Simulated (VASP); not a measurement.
# Al2Cu: relaxation of cell and atoms with PBEsol

Crystal: Al2Cu.

```
Al Cu
1.0
     4.10518    0.00000    0.00000
     0.00000    4.10518    0.00000
     0.00000    0.00000    2.89131
Al Cu
2 1
Direct
  0.50000 0.00000 0.50000
  0.00000 0.50000 0.50000
  0.00000 0.00000 0.00000
```

```json
{"Program": "VASP 6.6.1", "Task": "relaxation of cell and atoms", "Functional": "PBEsol", "Potentials or basis": "VASP PAW PBE potentials, release 64 (Al, Cu)", "Cutoff": "600 eV", "k mesh": "10 × 10 × 14", "Occupations": "gaussian, width 0.1 eV", "Spin": "no spin polarisation", "Dipole correction": "no", "Further INCAR settings": "ALGO = Fast; EDIFF = 1e-07; IBRION = 2; EDIFFG = -0.01; NSW = 80; ISIF = 3"}
```

```
Relaxed volume                        : 15.87 Å³/atom
Relaxed cell                          : a = 4.086 Å, b = 4.086 Å, c = 2.851 Å, α = 90.00°, β = 90.00°, γ = 90.00°
Space group after relaxing (to 0.1 Å) : P4/mmm (No. 123)
Energy gained by relaxing             : 2.9 meV/atom
Ionic steps                           : 6
Pressure after relaxing               : 0.0 GPa
Band gap on the k mesh                : zero (an odd number of electrons rules out a gap without spin polarisation)
```

Stress tensor (GPa, compression positive):
```
 0.04  0.00  0.00
 0.00  0.04  0.00
 0.00  0.00 -0.04
```

The path:
```csv
step,energy change (eV),largest force (eV/Å),pressure (GPa),volume (Å³)
1,0.0000,0.0000,-2.23,48.73
2,-0.0070,0.0000,0.98,47.15
3,-0.0082,0.0000,0.01,47.59
4,-0.0082,0.0000,0.07,47.57
5,-0.0085,0.0000,0.04,47.59
6,-0.0086,0.0000,0.01,47.60
```

Final structure:
```xyz
3
Lattice="4.0864 0.0000 0.0000 0.0000 4.0864 0.0000 0.0000 0.0000 2.8507" Properties=species:S:1:pos:R:3 pbc="T T T"
Al    2.0432    0.0000    1.4253
Al    0.0000    2.0432    1.4253
Cu    0.0000    0.0000    0.0000
```

Levels at points of the mesh, in eV from the Fermi level:
| k point | band 7 | band 8 | band 9 | band 10 | band 11 | band 12 |
| --- | --- | --- | --- | --- | --- | --- |
| (0.00, 0.00, 0.00) | -2.45 | -2.45 | -0.07 | 0.84 | 6.18 | 6.30 |
| (0.50, 0.00, 0.00) | -4.10 | -1.13 | 1.55 | 1.70 | 1.92 | 7.69 |
| (0.50, 0.50, 0.00) | -4.13 | -4.13 | -2.46 | 8.58 | 8.58 | 9.59 |
| (0.00, 0.00, 0.50) | -3.01 | 2.52 | 2.63 | 2.63 | 2.73 | 2.73 |
| (0.50, 0.00, 0.50) | -3.11 | -2.46 | -1.65 | 3.75 | 3.99 | 4.48 |
| (0.50, 0.50, 0.50) | -2.30 | -2.30 | -0.84 | -0.83 | 0.04 | 0.04 |

Wall time 5.3 min on 1 thread of AMD EPYC 9R45 96-Core Processor (Zen 5) (shared host), peak memory 0.26 GiB.

Caveat: the highest band is partly filled, so the run has too few bands; the PAW data sets were made with another functional, which shifts forces and pressure a little.
